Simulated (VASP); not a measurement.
A run of VASP 6.6.1 is set up as follows.

Contents of POSCAR:

```
Ge
1.0
    2.7948657008      2.7948657008      0.0000000000
   -2.7948657008      2.7948657008      0.0000000000
    0.0000000000      0.0000000000      6.0153454677
Ge
4
Direct
    0.5000000000      0.5000000000      0.5000000000
    0.5000000000      0.0000000000      0.2500000000
    0.0000000000      0.0000000000      0.0000000000
    0.0000000000      0.5000000000      0.7500000000
```

Contents of INCAR.step1:

```
SYSTEM = Ge
PREC = Accurate ; ENCUT = 520
ISMEAR = 0 ; SIGMA = 0.02
LREAL = .FALSE. ; LASPH = .TRUE.
NELM = 80 ; NBANDS = 36
GGA = PE ; ALGO = Normal
EDIFF = 1E-4 ; LWAVE = .TRUE.
LCHARG = .FALSE.
```

INCAR.step2

```
SYSTEM = Ge
PREC = Accurate ; ENCUT = 520
EDIFF = 1E-7 ; ISMEAR = 0
SIGMA = 0.02 ; LREAL = .FALSE.
LASPH = .TRUE. ; NELM = 80
ALGO = Normal ; ISIF = 2
LWAVE = .FALSE. ; LCHARG = .FALSE.
METAGGA = R2SCAN ; LMIXTAU = .TRUE.
NBANDS = 36 ; ISTART = 1
```

The input KPOINTS:

```
regular mesh
0
G
  10 10 6
  0 0 0
```

Potentials or basis: VASP PAW PBE potentials, release 64 (Ge_d).

Command:

```sh
$ cat potpaw_PBE.64/Ge_d/POTCAR > POTCAR
$ cp INCAR.step1 INCAR
$ mpirun -np 1 vasp_std > vasp.out
$ cp INCAR.step2 INCAR
$ mpirun -np 1 vasp_std > vasp.out
```

Task: What does it give for the band gap on the k mesh?

Result: Zero (filled and empty bands touch).

Task: What does it give for the pressure?

Result: -1.8 GPa.

Stress tensor (GPa, compression positive):
```
 0.43  0.00  0.00
 0.00  0.43  0.00
 0.00  0.00 -6.13
```

Caveat: the cell differs from its parent crystal (uniaxial strain along c: +6.0 %); the PAW data sets were made with another functional, which shifts forces and pressure a little.
